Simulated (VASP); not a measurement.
# B in VASP: notebook

The runs below take B through single point, with PBEsol.

Program: VASP 6.6.1. These are calculated values, not measurements. Logs are shortened: lines on timing, memory, paths and dates and some standing lists are left out, and cuts for length are marked.

### Step 1. The cell of the first run

The structure is orthorhombic, space group Cmce (No. 64). The conventional cell has a = 2.927 Å, b = 5.306 Å, c = 3.248 Å, α = 90.00°, β = 90.00°, γ = 90.00°. B (site symmetry m) has 7 B at 1.76 to 1.91 Å within 2.3 Å.

### Step 2. Single point, PBEsol

The input, INCAR:

```
  ALGO = Normal
  EDIFF = 1E-6
  ENCUT = 520
  GGA = PS
  ISIF = 2
  ISMEAR = 0
  LASPH = T
  LCHARG = F
  LREAL = F
  LWAVE = F
  NBANDS = 14
  NELM = 60
  PREC = Accurate
  SIGMA = 0.1
```

The input, KPOINTS:

```
k-points
0
Gamma
  18 18 14
```

The input, POSCAR:

```
B
1.0
    1.4632504130     -2.6530130184      0.0000000000
    1.4632504130      2.6530130184      0.0000000000
    0.0000000000      0.0000000000      3.2478443063
B
4
Direct
    0.6561005911      0.3438994089      0.5898289889
    0.1561005911      0.8438994089      0.9101710111
    0.3438994089      0.6561005911      0.4101710111
    0.8438994089      0.1561005911      0.0898289889
```

Potentials or basis: VASP PAW PBE potentials, release 64 (B).

Started as:

```console
$ cat potpaw_PBE.64/B/POTCAR > POTCAR
$ mpirun -np 1 vasp_std > vasp.out
```

OUTCAR:

```text
EDIFF = 1E-6
   ENCUT = 520
   GGA = PS
   ISIF = 2
   ISMEAR = 0
   LASPH = T
   LREAL = F
   NELM = 60
   PREC = Accurate

 ion  position               nearest neighbor table
   1  0.656  0.344  0.590-   3 1.76   2 1.80   2 1.80   3 1.86   3 1.86   4 1.91   4 1.91
   2  0.156  0.844  0.910-   4 1.76   1 1.80   1 1.80   4 1.86   4 1.86   3 1.91   3 1.91
   3  0.344  0.656  0.410-   1 1.76   4 1.80   4 1.80   1 1.86   1 1.86   2 1.91   2 1.91
   4  0.844  0.156  0.090-   2 1.76   3 1.80   3 1.80   2 1.86   2 1.86   1 1.91   1 1.91

  LATTYP: Found a base centered orthorhombic cell.
 ALAT       =     2.9265008260
 B/A-ratio  =     1.8130956908
 C/A-ratio  =     1.1098046778

  Lattice vectors:

 A1 = (   1.4632504130,  -2.6530130184,   0.0000000000)
 A2 = (   1.4632504130,   2.6530130184,   0.0000000000)
 A3 = (   0.0000000000,   0.0000000000,   3.2478443063)

Analysis of symmetry for initial positions (statically):
=====================================================================
 Subroutine PRICEL returns:
 Original cell was already a primitive cell.

 Routine SETGRP: Setting up the symmetry group for a
 base centered orthorhombic supercell.

 Subroutine GETGRP returns: Found  8 space group operations
 (whereof  4 operations were pure point group operations)
 out of a pool of  8 trial point group operations.

The static configuration has the point symmetry C_2h.
 The point group associated with its full space group is D_2h.

Analysis of symmetry for dynamics (positions and initial velocities):
=====================================================================
 Subroutine PRICEL returns:
 Original cell was already a primitive cell.

 Routine SETGRP: Setting up the symmetry group for a
 base centered orthorhombic supercell.

 Subroutine GETGRP returns: Found  8 space group operations
 (whereof  4 operations were pure point group operations)
 out of a pool of  8 trial point group operations.

The dynamic configuration has the point symmetry C_2h.
 The point group associated with its full space group is D_2h.

 Subroutine INISYM returns: Found  8 space group operations
 (whereof  4 operations are pure point group operations),
 and found     1 'primitive' translations

----------------------------------------------------------------------------------------

                                     Primitive cell

  volume of cell :      25.2164

  direct lattice vectors                    reciprocal lattice vectors
     1.463250413 -2.653013018  0.000000000     0.341705012 -0.188464963  0.000000000
     1.463250413  2.653013018  0.000000000     0.341705012  0.188464963  0.000000000
     0.000000000  0.000000000  3.247844306     0.000000000  0.000000000  0.307896532

  length of vectors
     3.029782145  3.029782145  3.247844306     0.390232440  0.390232440  0.307896532

  position of ions in fractional coordinates (direct lattice)
     0.656100591  0.343899409  0.589828989
     0.156100591  0.843899409  0.910171011
     0.343899409  0.656100591  0.410171011
     0.843899409  0.156100591  0.089828989

  ion indices of the primitive-cell ions
   primitive index   ion index
                 1           1
                 2           2
                 3           3
                 4           4

----------------------------------------------------------------------------------------

 KPOINTS: k-points

Automatic generation of k-mesh.
 Grid dimensions read from file:
 generate k-points for:   18   18   14

 Generating k-lattice:

  Cartesian coordinates                     Fractional coordinates (reciprocal lattice)
     0.018983612 -0.010470276  0.000000000     0.055555556  0.000000000  0.000000000
     0.018983612  0.010470276  0.000000000     0.000000000  0.055555556  0.000000000
     0.000000000  0.000000000  0.021992609     0.000000000  0.000000000  0.071428571

  Length of vectors
     0.021679580  0.021679580  0.021992609

  Shift w.r.t. Gamma in fractional coordinates (k-lattice)
     0.000000000  0.000000000  0.000000000

 Subroutine IBZKPT returns following result:
 ===========================================

 Found    728 irreducible k-points:

 Following reciprocal coordinates:
            Coordinates               Weight
  0.000000  0.000000  0.000000      1.000000
  0.055556 -0.000000  0.000000      4.000000
  0.111111 -0.000000  0.000000      4.000000
  0.166667  0.000000  0.000000      4.000000
  0.222222  0.000000  0.000000      4.000000
  0.277778  0.000000  0.000000      4.000000
[... 16 lines left out ...]
 -0.277778  0.055556  0.000000      4.000000
 -0.222222  0.055556  0.000000      4.000000
 [... further k-points ...]
   k-points           NKPTS =    728   k-points in BZ     NKDIM =    728   number of bands    NBANDS=     14
   number of dos      NEDOS =    301   number of ions     NIONS =      4
   total plane-waves  NPLWV =  13824
   dimension x,y,z NGX =    24 NGY =   24 NGZ =   24
[... 79 lines left out ...]
      9      11.4921      0.00000
     10      15.9257      0.00000
     11      17.3263      0.00000
     12      19.7550      0.00000
     13      19.7997      0.00000
     14      21.6497      0.00000

 k-point     2 :       0.0556   -0.0000    0.0000
  band No.  band energies     occupation
      1      -8.9499      2.00000
      2       0.9829      2.00000
      3       3.0407      2.00000
      4       4.0056      2.00000
      5       5.2842      2.00000
      6       8.4307      2.00000
      7      10.8408      0.00000
      8      11.6142      0.00000
      9      11.7669      0.00000
     10      15.8347      0.00000
     11      17.1690      0.00000
     12      19.1059      0.00000
     13      19.8749      0.00000
     14      21.7076      0.00000

 k-point     3 :       0.1111   -0.0000    0.0000
  band No.  band energies     occupation
      1      -8.7865      2.00000
      2       1.1203      2.00000
      3       3.1232      2.00000
      4       3.2442      2.00000
      5       5.0702      2.00000
      6       7.3624      2.00000
      7      11.8802      0.00000
      8      11.9278      0.00000
      9      12.6195      0.00000
     10      15.5265      0.00000
     11      16.8781      0.00000
     12      17.9956      0.00000
     13      19.7111      0.00000
     14      21.7903      0.00000

 k-point     4 :       0.1667    0.0000    0.0000
  band No.  band energies     occupation
      1      -8.5144      2.00000
      2       1.3435      2.00000
      3       2.1854      2.00000
      4       3.2674      2.00000
      5       4.7872      2.00000
      6       6.4403      2.00000
      7      12.2782      0.00000
      8      12.7868      0.00000
      9      13.5798      0.00000
     10      15.0362      0.00000
     11      16.7146      0.00000
     12      16.9032      0.00000
     13      19.5076      0.00000
     14      21.8486      0.00000

 k-point     5 :       0.2222    0.0000    0.0000
  band No.  band energies     occupation
      1      -8.1341      2.00000
      2       1.0000      2.00000
      3       1.6418      2.00000
      4       3.4397      2.00000
      5       4.4993      2.00000
      6       5.6725      2.00000
      7      12.3983      0.00000
      8      13.3150      0.00000
      9      14.1881      0.00000
     10      14.6410      0.00000
     11      16.4534      0.00000
[... 276 lines left out ...]
 k-point    22 :      -0.3333    0.0556    0.0000
  band No.  band energies     occupation
      1      -7.3504      2.00000
      2      -0.7096      2.00000
      3       2.1005      2.00000
      4       3.1599      2.00000
      5       3.7888      2.00000
      6       5.8244      2.00000
      7      11.9513      0.00000
      8      12.5956      0.00000
      9      13.9451      0.00000
     10      14.4817      0.00000
     11      16.4973      0.00000
     12      17.9694      0.00000
     13      19.9684      0.00000
     14      22.7399      0.00000

 k-point    23 :      -0.2778    0.0556    0.0000
  band No.  band energies     occupation
      1      -7.8858      2.00000
      2       0.5230      2.00000
      3       1.8098      2.00000
      4       3.3287      2.00000
      5       3.6058      2.00000
      6       6.3436      2.00000
      7      12.6556      0.00000
      8      13.1832      0.00000
      9      13.9603      0.00000
     10      13.9748      0.00000
     11      15.8442      0.00000
     12      17.3854      0.00000
     13      20.0350      0.00000
     14      22.4469      0.00000

 k-point    24 :      -0.2222    0.0556    0.0000
  band No.  band energies     occupation
      1      -8.3148      2.00000
      2       1.5063      2.00000
      3       1.7477      2.00000
      4       3.4128      2.00000
      5       3.6482      2.00000
      6       6.9933      2.00000
      7      12.6169      0.00000
      8      13.0347      0.00000
      9      13.5645      0.00000
     10      14.2428      0.00000
     11      16.1647      0.00000
     12      16.8679      0.00000
     13      20.1501      0.00000
     14      22.2932      0.00000

 [... further k-points ...]
[... 5 lines left out ...]
  --------------------------------------------------------------------------------------
  -------------------------------------------------------------------------------------
  Total        0.0605189      0.0637190      0.0516836      0.0000000      0.0000000      0.0000000
  in kB        3.8451952      4.0485187      3.2838284      0.0000000      0.0000000      0.0000000
  external PRESSURE =       3.7258475 kB  Pullay stress =       0.0000000 kB

 VOLUME and BASIS-vectors are now :
 -----------------------------------------------------------------------------
  energy-cutoff  :      520.00
  volume of cell :       25.22
      direct lattice vectors                 reciprocal lattice vectors
     1.463250413 -2.653013018  0.000000000     0.341705012 -0.188464963  0.000000000
     1.463250413  2.653013018  0.000000000     0.341705012  0.188464963  0.000000000
     0.000000000  0.000000000  3.247844306     0.000000000  0.000000000  0.307896532

 POSITION                                       TOTAL-FORCE (eV/Angst)
 -----------------------------------------------------------------------------------
      1.46325     -0.82827      1.91567         0.000000     -0.003016      0.000469
      1.46325      1.82474      2.95609         0.000000     -0.003016     -0.000469
      1.46325      0.82827      1.33217         0.000000      0.003016     -0.000469
      1.46325     -1.82474      0.29175         0.000000      0.003016      0.000469
 -----------------------------------------------------------------------------------
    total drift:                                0.000000      0.000000      0.000000

  FREE ENERGIE OF THE ION-ELECTRON SYSTEM (eV)
  ---------------------------------------------------
  free  energy   TOTEN  =       -27.1852414951 eV

  energy  without entropy=      -27.1841937544  energy(sigma->0) =      -27.18471762
```

Run time: 2 min. Hardware: 1 thread of Intel Xeon Platinum 8375C at 2.90GHz (Ice Lake), shared host; peak memory 0.29 GiB.

Results:

```
Free energy            : -27.1852 eV
Pressure               : 0.4 GPa
Largest force          : 0.003 eV/Å
Band gap on the k mesh : zero (band 6 reaches 9.64 eV, above the bottom of band 7 at 8.41 eV)
```

Forces on the atoms (eV/Å):
```
B    0.000 -0.003  0.000
B    0.000 -0.003  0.000
B    0.000  0.003  0.000
B    0.000  0.003  0.000
```

Levels at points of the mesh, in eV from the Fermi level:
```csv
k point,band 4,band 5,band 6,band 7,band 8,band 9
"(0.00, 0.00, 0.00)",-4.62,-3.55,0.53,0.90,2.53,2.57
"(0.50, 0.00, 0.00)",-5.68,-4.62,-4.62,1.54,1.54,6.02
"(0.50, 0.50, 0.00)",-5.40,-3.54,-1.76,-0.51,0.63,4.64
"(0.00, 0.00, 0.50)",-1.91,-1.52,-1.52,0.90,0.90,6.43
"(0.50, 0.00, 0.50)",-10.52,-4.35,-4.35,2.00,2.00,10.39
"(0.50, 0.50, 0.50)",-9.38,-3.89,-3.89,0.84,0.84,9.25
```

Caveat: the PAW data sets were made with another functional, which shifts forces and pressure a little.

### Step 3. Single point, PBEsol

This run uses another cell than the first one: it holds 8 atoms, not 4.

The input, INCAR:

```
  ALGO = Normal
  EDIFF = 1E-6
  ENCUT = 520
  GGA = PS
  ISIF = 2
  ISMEAR = 0
  LASPH = True
  LCHARG = False
  LREAL = False
  LWAVE = False
  NBANDS = 22
  NELM = 100
  PREC = Accurate
  SIGMA = 0.1
```

The input, KPOINTS:

```
k-points
0
Gamma
  12 6 6
```

The input, POSCAR:

```
B
1.0
   -0.1536528048      0.0883916682      1.8515752311
    5.7118401652      0.0736860149     -0.4689588482
   -2.7890590952      4.9850476036      0.4701633360
B
8
Direct
   -0.0831093161      0.1618079656      0.3279702823
    0.1669360364      0.1720277014      0.8382006131
   -0.3331018786      0.6720290565      0.3381937076
    0.4169066482      0.6617997433      0.8279695114
   -0.4169235670      0.3279705644      0.1618055943
   -0.1668855628      0.3381904888      0.6720306520
    0.3330919561      0.8382031708      0.1720271931
    0.0830856834      0.8279713092      0.6618024462
```

Potentials or basis: VASP PAW PBE potentials, release 64 (B).

Started as:

```console
$ cat potpaw_PBE.64/B/POTCAR > POTCAR
$ mpirun -np 1 vasp_std > vasp.out
```

It took 1.8 min on 1 thread of Intel Xeon 6975P-C (Granite Rapids), shared host; peak memory 0.29 GiB.

Results (log left out):

- Free energy: -53.7228 eV
- Pressure: 0.3 GPa
- Largest force: 0.007 eV/Å
- Band gap on the k mesh: zero (band 12 reaches 8.23 eV, above the bottom of band 13 at 7.07 eV)

Forces on the atoms (eV/Å):
```
B   -0.001 -0.007  0.000
B    0.006  0.004  0.000
B    0.006  0.004  0.000
B    0.000 -0.007  0.000
B   -0.006 -0.004  0.000
B    0.001  0.007  0.000
B    0.000  0.007  0.000
B   -0.006 -0.004  0.000
```

Stress tensor (GPa, compression positive):
```
 0.28  0.03  0.05
 0.03  0.32 -0.04
 0.05 -0.04  0.31
```

Levels at points of the mesh, in eV from the Fermi level:
```csv
k point,band 9,band 10,band 11,band 12,band 13,band 14,band 15,band 16
"(0.00, 0.00, 0.00)",-4.73,-4.73,-2.06,-1.87,2.29,3.51,3.51,4.92
"(0.50, 0.00, 0.00)",-1.93,-1.93,-0.98,-0.98,2.17,2.17,3.15,3.15
"(0.00, 0.50, 0.00)",-6.49,-6.49,-3.62,-3.62,4.27,4.27,7.68,7.68
"(0.50, 0.50, 0.00)",-1.06,-1.05,-0.97,-0.96,1.54,1.56,3.52,3.54
"(0.00, 0.00, 0.50)",-6.49,-6.49,-3.62,-3.62,4.27,4.27,7.68,7.68
"(0.50, 0.00, 0.50)",-1.06,-1.05,-0.97,-0.96,1.54,1.56,3.52,3.54
"(0.00, 0.50, 0.50)",-6.21,-6.21,-4.09,-4.09,3.41,3.41,8.38,9.15
"(0.50, 0.50, 0.50)",-1.92,-1.92,-1.00,-1.00,2.13,2.13,3.16,3.16
```

Caveat: the PAW data sets were made with another functional, which shifts forces and pressure a little.

### Step 4. Single point, PBEsol

This run uses another cell than the first one, of 6.58 Å³/atom, 1.044 times its volume.

The input, INCAR:

```
SYSTEM = B
PREC = Accurate ; ENCUT = 520
EDIFF = 1E-6 ; ISMEAR = 0
SIGMA = 0.1 ; LREAL = .False.
LASPH = .True. ; NELM = 80
ALGO = Normal ; ISIF = 2
LWAVE = .False. ; LCHARG = .False.
GGA = PS ; NBANDS = 14
```

The input, KPOINTS:

```
Automatic mesh
0
Gamma
  26 26 10
  0 0 0
```

The input, POSCAR:

```
B
1.0
    0.9258275375     -2.9282281147      0.0000000000
    0.9258275375      2.9282281147      0.0000000000
    0.0000000000      0.0000000000      4.8534373481
B
4
Direct
    0.6296804683      0.3703195317      0.5837253977
    0.8703195317      0.1296804683      0.0837253977
    0.1296804683      0.8703195317      0.9162746023
    0.3703195317      0.6296804683      0.4162746023
```

Started as:

```console
$ cat potpaw_PBE.64/B/POTCAR > POTCAR
$ mpirun -np 1 vasp_std > vasp.out
```

Run time: 2.1 min. Hardware: 1 thread of Intel Xeon 6975P-C (Granite Rapids), shared host; peak memory 0.39 GiB.

The run converged. Its results:

```yaml
Free_energy: -26.8595 eV
Pressure: 0.3 GPa
Largest_force: 0.008 eV/Å
Band_gap_on_the_k_mesh: zero (band 6 reaches 8.43 eV, above the bottom of band 7 at 6.21 eV)
```

Forces in eV/Å, atoms in the order of the input:
```
B    0.000 -0.008  0.003
B    0.000  0.008  0.003
B    0.000 -0.008 -0.003
B    0.000  0.008 -0.003
```

Levels at points of the mesh, in eV from the Fermi level:
```csv
k point,band 4,band 5,band 6,band 7,band 8,band 9
"(0.00, 0.00, 0.00)",-5.51,-2.23,-2.04,2.14,4.73,5.14
"(0.50, 0.00, 0.00)",-5.33,-0.99,-0.99,1.53,1.53,4.08
"(0.50, 0.50, 0.00)",-8.49,-8.10,-7.46,8.24,8.93,9.28
"(0.00, 0.00, 0.50)",-6.35,-4.24,-4.24,3.25,3.25,9.30
"(0.50, 0.00, 0.50)",-5.90,-1.09,-1.09,3.48,3.48,4.27
"(0.50, 0.50, 0.50)",-11.30,-4.87,-4.87,3.33,3.33,13.83
```

Caveat: the PAW data sets were made with another functional, which shifts forces and pressure a little.

### Step 5. Overview

```tsv
cell	k mesh	gap on the mesh (eV)	pressure (GPa)	largest force (eV/Å)
a = 3.030, b = 3.030, c = 3.248 Å, angles 90.0, 90.0, 122.2°, 4 atoms	18 × 18 × 14	none	0.4	-
a = 1.860, b = 5.732, c = 5.732 Å, angles 118.7, 80.6, 99.4°, 8 atoms	12 × 6 × 6	none	0.3	0.01
a = 3.071, b = 3.071, c = 4.853 Å, angles 90.0, 90.0, 144.9°, 4 atoms	26 × 26 × 10	none	0.3	0.01
```

Alike in all rows: task single point; level PBEsol; potentials or basis VASP PAW PBE potentials, release 64 (B); no spin polarisation; cutoff (eV) 520; smearing gaussian 0.1 eV.

Caveats: the PAW data sets were made with another functional, which shifts forces and pressure a little.

Total energies depend on the potentials used, so only differences within one code and one set of settings carry meaning.
